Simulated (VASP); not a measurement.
Here is a VASP 6.6.1 calculation.

POSCAR

```
KBr
1.0
    0.0000000000      3.3000000000      3.3000000000
    3.3000000000      0.0000000000      3.3000000000
    3.3000000000      3.3000000000      0.0000000000
Br K
1 1
Direct
    0.5000000000      0.5000000000      0.5000000000
    0.0000000000      0.0000000000      0.0000000000
```

Contents of INCAR.step1:

```
PREC = Accurate ; ENCUT = 600
EDIFF = 1E-5 ; ISMEAR = -1
SIGMA = 0.05 ; LREAL = False
LASPH = True ; NELM = 100
ALGO = Normal ; LWAVE = True
LCHARG = False ; GGA = PE
NBANDS = 15
```

INCAR.step2

```
PREC = Accurate ; ENCUT = 600
EDIFF = 1E-6 ; ISMEAR = -1
SIGMA = 0.05 ; LREAL = False
LASPH = True ; NELM = 100
ALGO = Normal ; ISIF = 3
LWAVE = False ; LCHARG = False
GGA = B3 ; LHFCALC = True
AEXX = 0.2 ; AGGAX = 0.72
AGGAC = 0.81 ; ALDAC = 0.19
PRECFOCK = Normal ; IBRION = 2
NSW = 60 ; EDIFFG = -0.01
ISTART = 1
```

KPOINTS

```
Automatic mesh
0
Gamma
  4 4 4
```

Potentials or basis: VASP PAW PBE potentials, release 64 (Br, K_sv).

Launch:

```bash
$ cat potpaw_PBE.64/Br/POTCAR potpaw_PBE.64/K_sv/POTCAR > POTCAR
$ cp INCAR.step1 INCAR
$ mpirun -np 1 vasp_std > vasp.out
$ cp INCAR.step2 INCAR
$ mpirun -np 1 vasp_std > vasp.out
```

(1) Estimate the relaxed volume.

(2) What does it give for the relaxed cell?

(3) Predict the band gap on the k mesh.

Results:

(1) 38.30 Å³/atom.

(2) a = 4.767 Å, b = 4.767 Å, c = 4.767 Å, α = 60.00°, β = 60.00°, γ = 60.00°.

(3) 5.74 eV.

Caveat: the PAW data sets were made with another functional, which shifts forces and pressure a little.
